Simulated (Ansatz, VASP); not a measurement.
This is a calculation of Yb for VASP 6.6.1.

The input INCAR:

```
PREC     = Accurate       # precision mode
ENCUT    = 520            # plane-wave cutoff, eV
EDIFF    = 1E-6           # SCF threshold, eV
ISMEAR   = -1             # smearing method
SIGMA    = 0.05           # smearing width, eV
LREAL    = F              # projectors in reciprocal space
LASPH    = T              # aspherical terms in the spheres
NELM     = 150            # most SCF steps
ALGO     = Fast           # electronic algorithm
ISIF     = 2              # what is computed and relaxed
LWAVE    = F              # write WAVECAR
LCHARG   = F              # write CHGCAR
ISPIN    = 2              # spin polarisation
MAGMOM   = 1              # initial moments
LORBIT   = 11             # projections on sites
LMAXMIX  = 6              # l up to which the mixer works
GGA      = CA             # functional
NBANDS   = 22             # bands
```

Contents of KPOINTS:

```
Automatic mesh
0
Gamma
  8 8 8
```

File POSCAR:

```
Yb
1.0
    0.0000000000      2.7791975606      2.7791975606
    2.7791975606      0.0000000000      2.7791975606
    2.7791975606      2.7791975606      0.0000000000
Yb
1
Direct
    0.0000000000      0.0000000000      0.0000000000
```

Potentials or basis: VASP PAW PBE potentials, release 64 (Yb).

Run with:

```sh
$ cat potpaw_PBE.64/Yb/POTCAR > POTCAR
$ mpirun -np 1 vasp_std > vasp.out
```

Q: Set up the same calculation for Ansatz 0.2.0. Potentials there: all-electron LAPW, scalar-relativistic.

A: As run (the cutoff follows the program's own potentials):

Contents of input.yaml:

```yaml
crystal:
  lattice:
    - [0.0, 2.7791975606, 2.7791975606]
    - [2.7791975606, 0.0, 2.7791975606]
    - [2.7791975606, 2.7791975606, 0.0]
  atoms:
    - { symbol: Yb, position: [0.0, 0.0, 0.0], spin: 1.0 }
kpoints:
  mp_grid: { grid: [8, 8, 8] }
scf:
  occupations: { method: fermi_dirac, width: 0.05 }
hamiltonian:
  xc: lda
  pseudopotentials: { kind: all_electron, lapw: { basis_error: 0.001 } }
magnetization:
  spin_polarized: true
output:
  forces: true
  stress: true
  eigenvalues: true
```

Potentials or basis: all-electron LAPW, scalar-relativistic.

Run with:

```console
$ ansatz run input.yaml --threads 2 --pin off --max-ram 6144MiB --backend cpu --events-out ev --progress --plain --runs-dir out
```

Both were run:

|  | VASP | Ansatz | Ansatz less VASP |
| --- | --- | --- | --- |
| gap on the k mesh at the Fermi level (eV) | none | none | - |
| pressure (GPa) | -5.0 | -4.6 | +0.36 |
| net moment per atom (μB) | 0.00 | 0.00 | -0.001 |

VASP's potentials were made for PBE, not for LDA. LDA's correlation is that of Perdew and Zunger in VASP and of Perdew and Wang (1992) in Ansatz. A gap of «none» marks a metal or a gap that the smearing closes. Ansatz ran all-electron here, and VASP with PAW potentials.

Neither program's run includes spin-orbit coupling. Noted on Ansatz's run: the open f shell may have settled in a state that isn't the lowest.
